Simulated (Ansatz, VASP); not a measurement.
## One calculation of Mg, two programs

File INCAR:

```
SYSTEM = Mg
PREC     = Accurate       ! precision mode
ENCUT    = 520            ! plane-wave cutoff, eV
EDIFF    = 1E-6           ! SCF threshold, eV
ISMEAR   = -1             ! smearing method
SIGMA    = 0.05           ! smearing width, eV
LREAL    = .FALSE.        ! projectors in reciprocal space
LASPH    = .TRUE.         ! aspherical terms in the spheres
NELM     = 60             ! most SCF steps
ALGO     = Normal         ! electronic algorithm
ISIF     = 2              ! what is computed and relaxed
LWAVE    = .FALSE.        ! write WAVECAR
LCHARG   = .TRUE.         ! write CHGCAR
GGA      = RE             ! functional
LELF     = .TRUE.         ! ELF
LVHAR    = .TRUE.       
NBANDS   = 9              ! bands
```

Contents of KPOINTS:

```
Automatic mesh
0
G
  10 10 5
  0 0 0
```

The input POSCAR:

```
Mg
1.0
    3.2305542618      0.0000000000      0.0000000000
   -1.6152771309      2.7977420591      0.0000000000
    0.0000000000      0.0000000000      5.2448063036
Mg
2
Direct
    0.6666666667      0.3333333333      0.7500000000
    0.3333333333      0.6666666667      0.2500000000
```

Contents of input.yaml:

```yaml
crystal:
  lattice:
    - [3.2305542618, 0.0, 0.0]
    - [-1.6152771309, 2.7977420591, 0.0]
    - [0.0, 0.0, 5.2448063036]
  atoms:
    - { symbol: Mg, position: [0.6666666667, 0.3333333333, 0.75] }
    - { symbol: Mg, position: [0.3333333333, 0.6666666667, 0.25] }
hamiltonian:
  xc: revpbe
  pseudopotentials: { kind: paw }
kpoints:
  mp_grid: { grid: [10, 10, 5] }
scf:
  occupations: { method: fermi_dirac, width: 0.05 }
output:
  forces: true
  stress: true
  eigenvalues: true
```

Alike in both runs: task single point; functional revPBE; k mesh 10 × 10 × 5; occupations fermi-dirac, width 0.05 eV; no spin polarisation.

|  | VASP | Ansatz |
| --- | --- | --- |
| version | VASP 6.6.1 | Ansatz 0.2.0 |
| potentials or method | VASP PAW PBE potentials, release 64 (Mg) | Ansatz PAW |
| plane-wave cutoff (eV) | 520 | 420 |
| valence electrons in the cell | 4 | 20 |

```tsv
	VASP	Ansatz	Ansatz less VASP
gap on the k mesh at the Fermi level (eV)	none	none	-
pressure (GPa)	-0.3	-0.1	+0.18
traceless stress, the component that is largest in VASP (GPa)	0.74	0.73	-0.003
```

VASP's potentials were made for PBE, not for revPBE. A gap of «none» marks a metal or a gap that the smearing closes. The functional is the same, so the differences come from potentials, cutoffs and numerics. VASP's potentials hold 4 valence electrons a cell and Ansatz's 20, so a difference there can come from the potentials and not from the codes.
